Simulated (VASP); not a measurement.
Write the native input for VASP 6.6.1 that does the following.

| Property | Result |
| --- | --- |
| Task | single point |
| Functional | PBE |
| Potentials or basis | VASP PAW PBE potentials, release 64 (Nb_sv, Cd) |
| Cutoff | 520 eV |
| k mesh | 5 × 5 × 5 |
| Occupations | fermi-dirac, width 0.1 eV |
| Spin | no spin polarisation |
| Dipole correction | no |
| Further INCAR settings | ALGO = Normal; EDIFF = 1e-06; NBANDS = 32 |

The structure of NbCd3 lies in POSCAR:

```
NbCd3
1.0
    4.2150000000      0.0000000000      0.0000000000
    0.0000000000      4.2150000000      0.0000000000
    0.0000000000      0.0000000000      4.2150000000
Nb Cd
1 3
Direct
    0.0000000000      0.0000000000      0.0000000000
    0.0000000000      0.5000000000      0.5000000000
    0.5000000000      0.0000000000      0.5000000000
    0.5000000000      0.5000000000      0.0000000000
```

One way to write it, as run:

INCAR

```
SYSTEM = NbCd3
PREC = Accurate
ENCUT = 520
EDIFF = 1E-6
ISMEAR = -1
SIGMA = 0.1
LREAL = .False.
LASPH = .True.
NELM = 60
ALGO = Normal
ISIF = 2
LWAVE = .False.
LCHARG = .True.
GGA = PE
LELF = .True.
LVHAR = .True.
NBANDS = 32
```

KPOINTS

```
regular mesh
0
Gamma
  5 5 5
  0 0 0
```

Potentials or basis: VASP PAW PBE potentials, release 64 (Nb_sv, Cd).

The run is started by

```sh
$ cat potpaw_PBE.64/Nb_sv/POTCAR potpaw_PBE.64/Cd/POTCAR > POTCAR
$ mpirun -np 1 vasp_std > vasp.out
```

Results of the run:

* Pressure: 7.9 GPa

Run time: 18 s on 1 thread of AMD EPYC 7R43 64-Core Processor (Zen 3), with other jobs on the host, peak memory 0.14 GiB.
